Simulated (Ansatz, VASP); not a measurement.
## NbSb in VASP and in Ansatz

INCAR

```
SYSTEM = NbSb
ALGO     = Normal         ! electronic algorithm
EDIFF    = 1E-6           ! SCF threshold, eV
EDIFFG   = -0.04          ! ionic threshold
ENCUT    = 600            ! plane-wave cutoff, eV
GGA      = PE             ! functional
IBRION   = 2              ! ionic algorithm
ISIF     = 3              ! what is computed and relaxed
ISMEAR   = 0              ! smearing method
LASPH    = .TRUE.         ! aspherical terms in the spheres
LCHARG   = .FALSE.        ! write CHGCAR
LREAL    = .FALSE.        ! projectors in reciprocal space
LWAVE    = .FALSE.        ! write WAVECAR
NELM     = 100            ! most SCF steps
NSW      = 90             ! ionic steps
PREC     = Accurate       ! precision mode
SIGMA    = 0.1            ! smearing width, eV
```

The input KPOINTS:

```
k-points
0
G
  4 4 4
  0 0 0
```

POSCAR

```
NbSb
1.0
    4.6808270900      0.0000000000      0.0000000000
    0.0000000000      4.6808270900      0.0000000000
    0.0000000000      0.0000000000      4.6433447700
Nb Sb
2 2
Direct
    0.5000000000      0.0000000000      0.8773630700
    0.0000000000      0.5000000000      0.1226369300
    0.5000000000      0.0000000000      0.3673094700
    0.0000000000      0.5000000000      0.6326905300
```

Input for Ansatz:

```yaml
crystal:
  lattice:
    - [4.68082709, 0.0, 0.0]
    - [0.0, 4.68082709, 0.0]
    - [0.0, 0.0, 4.64334477]
  atoms:
    - { symbol: Nb, position: [0.5, 0.0, 0.87736307] }
    - { symbol: Nb, position: [0.0, 0.5, 0.12263693] }
    - { symbol: Sb, position: [0.5, 0.0, 0.36730947] }
    - { symbol: Sb, position: [0.0, 0.5, 0.63269053] }
basis:
  ecutwfc: 420
kpoints:
  mp_grid: { grid: [4, 4, 4] }
hamiltonian:
  xc: pbe
scf:
  occupations: { method: gaussian, width: 0.1 }
  lower_state_search: "off"
output:
  forces: true
  stress: true
  eigenvalues: true
relax:
  adjacent_minimum: "off"
  f_tol: 0.04
  max_steps: 70
  cell: { stress_tol: 0.4 }
```

Alike in both runs: task relaxation of cell and atoms; functional PBE; k mesh 4 × 4 × 4; occupations gaussian, width 0.1 eV; no spin polarisation.

```csv
,VASP,Ansatz
version,VASP 6.6.1,Ansatz 0.2.0
potentials or method,"VASP PAW PBE potentials, release 64 (Nb_sv, Sb), cutoff 600 eV","scalar-relativistic, plane waves, PAW"
valence electrons in the cell,36,56
```

|  | VASP | Ansatz | Ansatz less VASP |
| --- | --- | --- | --- |
| gap on the k mesh at the Fermi level, each at its own relaxed structure (eV) | none | none | - |
| relaxed volume (Å³/atom) | 20.85 | 20.91 | +0.065 |
| relaxed length of the cell vector where the two differ most in proportion (Å) | 6.404 | 6.416 | +0.0126 |

A gap of «none» marks a metal or a gap that the smearing closes. VASP's potentials hold 36 valence electrons a cell and Ansatz's 56, so a difference there can come from the potentials and not from the codes.

Spin-orbit coupling is off throughout. Noted on VASP's run: the volume moved by over 15 % at a fixed basis, so the end points are rough.
